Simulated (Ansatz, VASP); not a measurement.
## One calculation of Ga3Se, two programs

```
CELL_PARAMETERS angstrom
4.43246 0.00000 0.00000
0.00000 4.43246 0.00000
0.00000 0.00000 4.43246
ATOMIC_POSITIONS crystal
Ga 0.00000 0.50000 0.50000
Ga 0.50000 0.00000 0.50000
Ga 0.50000 0.50000 0.00000
Se 0.00000 0.00000 0.00000
```

Alike in both runs: task single point; functional PBEsol; k mesh 14 × 14 × 14; occupations gaussian, width 0.1 eV; no spin polarisation.

```csv
,VASP,Ansatz
version,VASP 6.6.1,Ansatz 0.2.0
potentials or method,"VASP PAW PBE potentials, release 64 (Ga_d, Se), cutoff 520 eV","scalar-relativistic, plane waves, PAW"
valence electrons in the cell,45,55
```

|  | VASP | Ansatz | Ansatz less VASP |
| --- | --- | --- | --- |
| gap on the k mesh at the Fermi level (eV) | none | none | - |
| pressure (GPa) | -3.6 | -3.7 | -0.05 |

VASP's potentials were made for PBE, not for PBEsol. A gap of «none» marks a metal or a gap that the smearing closes. VASP's potentials hold 45 valence electrons a cell and Ansatz's 55, so a difference there can come from the potentials and not from the codes.
